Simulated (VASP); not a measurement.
Set up this calculation in VASP 6.6.1, as the native input.

| Property | Result |
| --- | --- |
| Task | single point |
| Functional | LDA |
| Potentials or basis | VASP PAW LDA potentials, release 64 (Tl_d) |
| Cutoff | 520 eV |
| k mesh | 16 × 16 × 16 |
| Occupations | gaussian, width 0.15 eV |
| Spin | no spin polarisation |
| Dipole correction | no |
| Further INCAR settings | ALGO = Normal; EDIFF = 1e-06; NBANDS = 12 |

The structure of Tl lies in POSCAR:

```
Tl
1.0
    0.0000000000      2.4170144083      2.4663412330
    2.4663412330      0.0000000000      2.4663412330
    2.4663412330      2.4170144083      0.0000000000
Tl
1
Direct
    0.0000000000      0.0000000000      0.0000000000
```

This cell differs from its parent crystal: strain -0.0200 x Voigt [0, 1, 0, 0, 0, 0].

The input as run:

INCAR

```
SYSTEM = Tl
PREC     = Accurate       ! precision mode
ENCUT    = 520            ! plane-wave cutoff, eV
EDIFF    = 1E-6           ! SCF threshold, eV
ISMEAR   = 0              ! smearing method
SIGMA    = 0.15           ! smearing width, eV
LREAL    = .False.        ! projectors in reciprocal space
LASPH    = .True.         ! aspherical terms in the spheres
NELM     = 100            ! most SCF steps
ALGO     = Normal         ! electronic algorithm
ISIF     = 2              ! what is computed and relaxed
LWAVE    = .False.        ! write WAVECAR
LCHARG   = .False.        ! write CHGCAR
NBANDS   = 12             ! bands
```

KPOINTS

```
regular mesh
0
Gamma
  16 16 16
  0 0 0
```

Potentials or basis: VASP PAW LDA potentials, release 64 (Tl_d).

Launch:

```bash
$ cat potpaw_LDA.64/Tl_d/POTCAR > POTCAR
$ mpirun -np 1 vasp_std > vasp.out
```

It gave:

| Item | Value |
| --- | --- |
| Pressure | -2.9 GPa |

Caveat: the cell differs from its parent crystal (strain -0.0200 x Voigt [0, 1, 0, 0, 0, 0]).

It took 47 s on 1 thread of Intel(R) Xeon(R) Platinum 8488C (Sapphire Rapids) (shared host), peak memory 0.23 GiB.
